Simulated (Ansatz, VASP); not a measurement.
**One calculation of GaAs, two programs**

File POSCAR:

```
GaAs
1.0
    0.0000000000      2.8614159464      2.8614159464
    2.8614159464      0.0000000000      2.8614159464
    2.8614159464      2.8614159464      0.0000000000
Ga As
1 1
Direct
    0.0000000000      0.0000000000      0.0000000000
    0.2500000000      0.2500000000      0.2500000000
```

INCAR.step1

```
SYSTEM = GaAs
ALGO     = Normal         ! electronic algorithm
EDIFF    = 1E-4           ! SCF threshold, eV
ENCUT    = 520            ! plane-wave cutoff, eV
GGA      = PE             ! functional
ISMEAR   = 0              ! smearing method
LASPH    = .True.         ! aspherical terms in the spheres
LCHARG   = .False.        ! write CHGCAR
LREAL    = .False.        ! projectors in reciprocal space
LWAVE    = .True.         ! write WAVECAR
NBANDS   = 16             ! bands
NELM     = 100            ! most SCF steps
PREC     = Accurate       ! precision mode
SIGMA    = 0.01           ! smearing width, eV
```

Contents of INCAR.step2:

```
SYSTEM = GaAs
ALGO     = Normal         ! electronic algorithm
EDIFF    = 1E-6           ! SCF threshold, eV
ENCUT    = 520            ! plane-wave cutoff, eV
ISIF     = 2              ! what is computed and relaxed
ISMEAR   = 0              ! smearing method
ISTART   = 1            
LASPH    = .True.         ! aspherical terms in the spheres
LCHARG   = .False.        ! write CHGCAR
LMIXTAU  = .True.       
LREAL    = .False.        ! projectors in reciprocal space
LWAVE    = .False.        ! write WAVECAR
METAGGA  = R2SCAN         ! meta-GGA
NBANDS   = 16             ! bands
NELM     = 100            ! most SCF steps
PREC     = Accurate       ! precision mode
SIGMA    = 0.01           ! smearing width, eV
```

File KPOINTS:

```
k-points
0
Gamma
  8 8 8
  0 0 0
```

Input for Ansatz:

```yaml
crystal:
  lattice:
    - [0.0, 2.8614159464, 2.8614159464]
    - [2.8614159464, 0.0, 2.8614159464]
    - [2.8614159464, 2.8614159464, 0.0]
  atoms:
    - { symbol: Ga, position: [0.0, 0.0, 0.0] }
    - { symbol: As, position: [0.25, 0.25, 0.25] }
kpoints:
  mp_grid: { grid: [8, 8, 8] }
  band_path:
    path:
      - [0.0, 0.0, 0.0]
      - [-0.5, -0.5, 0.0]
      - [-0.375, -0.375, 0.25]
      - [-0.375, 0.0, 0.375]
      - [0.0, 0.0, 0.5]
      - [-0.5, -0.25, 0.25]
    npoints: 1
hamiltonian:
  xc: r2scan
scf:
  occupations: { method: fixed }
  n_extra_bands: 4
output:
  forces: true
  stress: true
  eigenvalues: true
```

Change from the starting cell: hydrostatic strain +1.0%.

Alike in both runs: task single point; functional r2SCAN; k mesh 8 × 8 × 8; no spin polarisation.

```csv
,VASP,Ansatz
version,VASP 6.6.1,Ansatz 0.2.0
potentials or method,"VASP PAW PBE potentials, release 64 (Ga_d, As)","plane waves, PAW"
plane-wave cutoff (eV),520,500
occupations,"gaussian, width 0.01 eV",fixed
valence electrons in the cell,18,28
```

Ansatz gave:

- gap on the k mesh at the Fermi level (eV): 0.72
- pressure (GPa): -2.0

Problem. What did VASP give for the same quantities?

Solution. gap on the k mesh at the Fermi level (eV): 0.71; pressure (GPa): -1.9.

VASP's potentials were made for PBE, not for r2SCAN. VASP's potentials hold 18 valence electrons a cell and Ansatz's 28, so a difference there can come from the potentials and not from the codes.
